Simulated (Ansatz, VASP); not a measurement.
## Two plane-wave programs on MgO

```
CELL_PARAMETERS angstrom
3.43408 0.00000 0.00000
-1.71704 2.97400 0.00000
0.00000 0.00000 4.24071
ATOMIC_POSITIONS crystal
Mg 0.66667 0.33333 0.75000
Mg 0.33333 0.66667 0.25000
O 0.66667 0.33333 0.25000
O 0.33333 0.66667 0.75000
```

Change from the starting cell: strain -0.015 along x and y, +0.015 along z, atoms carried along.

Alike in both runs: task single point; functional PBE; k mesh 6 × 6 × 6; occupations gaussian, width 0.05 eV; no spin polarisation.

|  | VASP | Ansatz |
| --- | --- | --- |
| version | VASP 6.6.1 | Ansatz 0.2.0 |
| potentials or method | VASP PAW PBE potentials, release 64 (Mg, O), cutoff 520 eV | scalar-relativistic, plane waves, PAW |
| valence electrons in the cell | 16 | 32 |

```csv
,VASP,Ansatz,Ansatz less VASP
gap on the k mesh at the Fermi level (eV),3.48,3.50,+0.016
least direct gap on the mesh (eV),3.48,3.50,+0.016
pressure (GPa),6.3,6.8,+0.48
"traceless stress, the component that is largest in VASP (GPa)",-3.19,-3.05,+0.135
```

With one functional, cell and mesh, what is left measures potentials, basis and numerics. VASP's potentials hold 16 valence electrons a cell and Ansatz's 32, so a difference there can come from the potentials and not from the codes.
